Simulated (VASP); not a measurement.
## Sr: single point with r2SCAN

Sr:

```xyz
2
Lattice="4.3100 0.0000 0.0000 -2.1550 3.7326 0.0000 0.0000 0.0000 7.1734" Properties=species:S:1:pos:R:3 pbc="T T T"
Sr    0.0000    2.4884    1.7933
Sr    2.1550    1.2442    5.3800
```

This cell differs from its parent crystal: strain +0.0175 x Voigt [0, 0, 1, 0, 0, 0].

* Program: VASP 6.6.1
* Task: single point
* Functional: r2SCAN
* Potentials or basis: VASP PAW PBE potentials, release 64 (Sr_sv)
* Cutoff: 520 eV
* k mesh: 12 × 12 × 8
* Occupations: gaussian, width 0.15 eV
* Spin: no spin polarisation

| Property | Result |
| --- | --- |
| Pressure | -0.1 GPa |
| Band gap on the k mesh | zero (bands 10 and 11 overlap by 0.41 eV) |

Stress tensor (GPa, compression positive):
```
-0.03  0.00  0.00
 0.00 -0.03  0.00
 0.00  0.00 -0.26
```

Levels at points of the mesh, in eV from the Fermi level:
| k point | band 7 | band 8 | band 9 | band 10 | band 11 | band 12 | band 13 | band 14 |
| --- | --- | --- | --- | --- | --- | --- | --- | --- |
| (0.00, 0.00, 0.00) | -19.40 | -19.40 | -3.79 | -1.13 | -0.19 | 2.49 | 2.59 | 2.59 |
| (0.50, 0.00, 0.00) | -19.43 | -19.43 | -1.08 | -0.61 | 0.13 | 0.35 | 1.34 | 1.94 |
| (0.00, 0.00, 0.50) | -19.42 | -19.42 | -2.86 | -2.86 | 1.36 | 1.36 | 2.60 | 2.60 |
| (0.50, 0.00, 0.50) | -19.44 | -19.44 | -0.74 | -0.74 | 0.15 | 0.15 | 1.47 | 1.47 |

Run time: 7.1 min on 1 thread of AMD EPYC 9R45 96-Core Processor (Zen 5), with other jobs on the host, peak memory 0.31 GiB.

Caveat: the cell differs from its parent crystal (strain +0.0175 x Voigt [0, 0, 1, 0, 0, 0]); the PAW data sets were made with another functional, which shifts forces and pressure a little.
